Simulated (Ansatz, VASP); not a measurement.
## CuSn3: VASP beside Ansatz

File INCAR:

```
ALGO = Fast
EDIFF = 1E-6
EDIFFG = -0.01
ENCUT = 600
GGA = PE
IBRION = 2
ISIF = 3
ISMEAR = 0
LASPH = T
LCHARG = F
LREAL = F
LWAVE = F
NELM = 60
NSW = 100
PREC = Accurate
SIGMA = 0.1
```

Contents of KPOINTS:

```
k-points
0
Gamma
  12 12 10
```

POSCAR

```
CuSn3
1.0
    5.2123108950      0.0000000000      0.0000000000
   -2.6061554475      4.5139936475      0.0000000000
    0.0000000000      0.0000000000      4.9707661845
Cu Sn
1 3
Direct
    0.0000000000      0.0000000000      0.5000000000
    0.3333333333      0.6666666667      0.5000000000
    0.6666666667      0.3333333333      0.5000000000
    0.0000000000      0.0000000000      0.0000000000
```

Input for Ansatz:

```yaml
crystal:
  lattice:
    - [5.2123108512, 0.0, 0.0]
    - [-2.6061554256, 4.5139936095, 0.0]
    - [0.0, 0.0, 4.9707661936]
  atoms:
    - { symbol: Cu, position: [0.0, 0.0, 0.5] }
    - { symbol: Sn, position: [0.3333333333, 0.6666666667, 0.5] }
    - { symbol: Sn, position: [0.6666666667, 0.3333333333, 0.5] }
    - { symbol: Sn, position: [0.0, 0.0, 0.0] }
basis:
  ecutwfc: 420
kpoints:
  mp_grid: { grid: [12, 12, 10] }
hamiltonian:
  xc: pbe
scf:
  occupations: { method: gaussian, width: 0.1 }
output:
  forces: true
  stress: true
  eigenvalues: true
relax:
  adjacent_minimum: "off"
  f_tol: 0.01
  max_steps: 80
  cell: { stress_tol: 0.05 }
```

Alike in both runs: task relaxation of cell and atoms; functional PBE; k mesh 12 × 12 × 10; occupations gaussian, width 0.1 eV; no spin polarisation.

|  | VASP | Ansatz |
| --- | --- | --- |
| version | VASP 6.6.1 | Ansatz 0.2.0 |
| potentials or method | VASP PAW PBE potentials, release 64 (Cu, Sn_d), cutoff 600 eV | scalar-relativistic, plane waves, PAW |
| valence electrons in the cell | 53 | 61 |

Ansatz gave:

* gap on the k mesh at the Fermi level, each at its own relaxed structure (eV): none
* relaxed volume (Å³/atom): 29.14
* relaxed cell length with the largest relative difference (Å): 5.195

**Question.** Which values does VASP return?

**Answer.** gap on the k mesh at the Fermi level, each at its own relaxed structure (eV): none; relaxed volume (Å³/atom): 29.10; relaxed cell length with the largest relative difference (Å): 5.192.

A gap of «none» marks a metal or a gap that the smearing closes. VASP's potentials hold 53 valence electrons a cell and Ansatz's 61, so a difference there can come from the potentials and not from the codes.
